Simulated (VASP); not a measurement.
Wanted: the native input for a VASP 6.6.1 run.

```
Task                   : single point
Functional             : PBE
Potentials or basis    : VASP PAW PBE potentials, release 64 (B, N)
Cutoff                 : 520 eV
k mesh                 : 11 × 11 × 4
Occupations            : fermi-dirac, width 0.02 eV
Spin                   : no spin polarisation
Dipole correction      : no
Further INCAR settings : ALGO = Normal; EDIFF = 1e-07; NBANDS = 16
```

The structure of BN lies in POSCAR:

```
BN
1.0
    2.5039917043      0.0000000000      0.0000000000
   -1.2519958522      2.1685204268      0.0000000000
    0.0000000000      0.0000000000      6.5279760000
B N
2 2
Direct
    0.3333333333      0.6666666667      0.2500000000
    0.6666666667      0.3333333333      0.7500000000
    0.3333333333      0.6666666667      0.7500000000
    0.6666666667      0.3333333333      0.2500000000
```

This cell differs from its parent crystal: zz strain of -2 %.

One way to write it, as run:

INCAR

```
SYSTEM = BN
ALGO = Normal
EDIFF = 1E-7
ENCUT = 520
GGA = PE
ISIF = 2
ISMEAR = -1
LASPH = .TRUE.
LCHARG = .FALSE.
LREAL = .FALSE.
LWAVE = .FALSE.
NBANDS = 16
NELM = 60
PREC = Accurate
SIGMA = 0.02
```

KPOINTS

```
k-points
0
G
  11 11 4
  0 0 0
```

Potentials or basis: VASP PAW PBE potentials, release 64 (B, N).

Launch:

```sh
$ cat potpaw_PBE.64/B/POTCAR potpaw_PBE.64/N/POTCAR > POTCAR
$ mpirun -np 1 vasp_std > vasp.out
```

It gave:

The pressure is 3.7 GPa. The band gap on the k mesh is 4.30 eV, indirect (least direct gap 4.64 eV).

Caveat: the cell differs from its parent crystal (zz strain of -2 %); this functional lacks dispersion, which binds the layers, so the pressure and a relaxed spacing across them are unreliable.

It took 36 s on 1 thread of AMD EPYC 7R13 Processor (Zen 3), with other jobs on the host, peak memory 0.12 GiB.
